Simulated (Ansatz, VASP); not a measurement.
# One calculation of BeTe, two programs

```
CELL_PARAMETERS angstrom
0.00000 2.84277 2.84277
2.84277 0.00000 2.84277
2.84277 2.84277 0.00000
ATOMIC_POSITIONS crystal
Be 0.00000 0.00000 0.00000
Te 0.25000 0.25000 0.25000
```

Change from the starting cell: hydrostatic strain +0.5%.

Alike in both runs: task single point; functional PBE; k mesh 8 × 8 × 8; occupations fermi-dirac, width 0.02 eV; no spin polarisation.

```csv
,VASP,Ansatz
version,VASP 6.6.1,Ansatz 0.2.0
potentials or method,"VASP PAW PBE potentials, release 64 (Be, Te)","plane waves, PAW"
plane-wave cutoff (eV),520,420
valence electrons in the cell,8,18
```

Ansatz gave:

```
gap on the k mesh at the Fermi level (eV) : 2.06
pressure (GPa)                            : -0.6
```

Problem. Estimate VASP's values.

Solution. gap on the k mesh at the Fermi level (eV): 2.04; pressure (GPa): -0.5.

VASP's potentials hold 8 valence electrons a cell and Ansatz's 18, so a difference there can come from the potentials and not from the codes.

Spin-orbit coupling is off throughout.
